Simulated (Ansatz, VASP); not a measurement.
**ZrS2: VASP beside Ansatz**

```
CELL_PARAMETERS angstrom
3.69138 0.00000 0.00000
-1.84569 3.19683 0.00000
0.00000 0.00000 6.04108
ATOMIC_POSITIONS crystal
Zr 0.00000 0.00000 0.00000
S 0.66667 0.33333 0.76209
S 0.33333 0.66667 0.23791
```

Alike in both runs: task single point; functional RPBE; k mesh 6 × 6 × 4; no spin polarisation.

|  | VASP | Ansatz |
| --- | --- | --- |
| version | VASP 6.6.1 | Ansatz 0.2.0 |
| potentials or method | VASP PAW PBE potentials, release 64 (Zr_sv, S), cutoff 500 eV | scalar-relativistic, plane waves, PAW |
| occupations | tetrahedron | tetrahedron-uncorrected |
| valence electrons in the cell | 24 | 24 |

Ansatz gave:

```
gap on the k mesh at the Fermi level (eV)                     : 1.13
least direct gap on the mesh (eV)                             : 1.67
pressure (GPa)                                                : 2.6
traceless stress, the component that is largest in VASP (GPa) : 0.57
rms of the force components (eV/Å)                            : 0.056
```

Q: What did VASP give for the same quantities?

A: gap on the k mesh at the Fermi level (eV): 1.13; least direct gap on the mesh (eV): 1.68; pressure (GPa): 2.6; traceless stress, the component that is largest in VASP (GPa): 0.62; rms of the force components (eV/Å): 0.058.

VASP's potentials were made for PBE, not for RPBE. Atom by atom the forces differ by 0.002 eV/Å (rms over components). Ansatz's warnings: band table not solved further.
